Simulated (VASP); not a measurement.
Write the native input for VASP 6.6.1 that does the following.

```yaml
Task: single point
Functional: r2SCAN
Potentials_or_basis: VASP PAW PBE potentials, release 64 (Ti_sv, Co)
Cutoff: 520 eV
k_mesh: 6 × 6 × 6
Occupations: gaussian, width 0.1 eV
Spin: collinear spin, ferromagnetic start
Starting_moments: "[0.19, 0.19, 0.19, 0.19, 1.58, 1.58] μB"
Dipole_correction: no
Further_INCAR_settings: ALGO = Normal; EDIFF = 1e-06; NBANDS = 46
```

The system is Ti2Co.

```
Ti Co
1.0
     0.00000    3.36500    3.36500
     3.36500    0.00000    3.36500
     3.36500    3.36500    0.00000
Ti Co
4 2
Direct
  0.12500 0.12500 0.12500
  0.62500 0.12500 0.12500
  0.12500 0.12500 0.62500
  0.12500 0.62500 0.12500
  0.50000 0.50000 0.50000
  0.75000 0.75000 0.75000
```

One way to write it, as run:

POSCAR

```
Ti2Co
1.0
    0.0000000000      3.3650000000      3.3650000000
    3.3650000000      0.0000000000      3.3650000000
    3.3650000000      3.3650000000      0.0000000000
Ti Co
4 2
Direct
    0.1250000000      0.1250000000      0.1250000000
    0.6250000000      0.1250000000      0.1250000000
    0.1250000000      0.1250000000      0.6250000000
    0.1250000000      0.6250000000      0.1250000000
    0.5000000000      0.5000000000      0.5000000000
    0.7500000000      0.7500000000      0.7500000000
```

INCAR.step1

```
SYSTEM = Ti2Co
  PREC = Accurate
  ENCUT = 520
  ISMEAR = 0
  SIGMA = 0.1
  LREAL = .False.
  LASPH = .True.
  NELM = 150
  ISPIN = 2
  MAGMOM = 0.19 0.19 0.19 0.19 1.58 1.58
  LMAXMIX = 4
  NBANDS = 46
  GGA = PE
  ALGO = Normal
  EDIFF = 1E-4
  LWAVE = .True.
  LCHARG = .False.
```

INCAR.step2

```
SYSTEM = Ti2Co
  PREC = Accurate
  ENCUT = 520
  EDIFF = 1E-6
  ISMEAR = 0
  SIGMA = 0.1
  LREAL = .False.
  LASPH = .True.
  NELM = 150
  ALGO = Normal
  ISIF = 2
  LWAVE = .False.
  LCHARG = .False.
  ISPIN = 2
  MAGMOM = 0.19 0.19 0.19 0.19 1.58 1.58
  LORBIT = 11
  LMAXMIX = 4
  METAGGA = R2SCAN
  LMIXTAU = .True.
  NBANDS = 46
  ISTART = 1
```

KPOINTS

```
Automatic mesh
0
Gamma
  6 6 6
  0 0 0
```

Potentials or basis: VASP PAW PBE potentials, release 64 (Ti_sv, Co).

Launch:

```console
$ cat potpaw_PBE.64/Ti_sv/POTCAR potpaw_PBE.64/Co/POTCAR > POTCAR
$ cp INCAR.step1 INCAR
$ mpirun -np 1 vasp_std > vasp.out
$ cp INCAR.step2 INCAR
$ mpirun -np 1 vasp_std > vasp.out
```

Results of the run:

| Property | Result |
| --- | --- |
| Pressure | 21.7 GPa |
| Net moment | 1.02 μB per cell |
| Site moments | Ti +0.33; Co -0.25 μB |
| Valence electrons inside the program's atomic spheres | Ti 10.75; Co 8.20 |

Caveat: the cell stands under pressure; the PAW data sets were made with another functional, which shifts forces and pressure a little.

Wall time 8 min on 1 thread of Intel(R) Xeon(R) 6975P-C (Granite Rapids), on a shared host, peak memory 0.31 GiB.
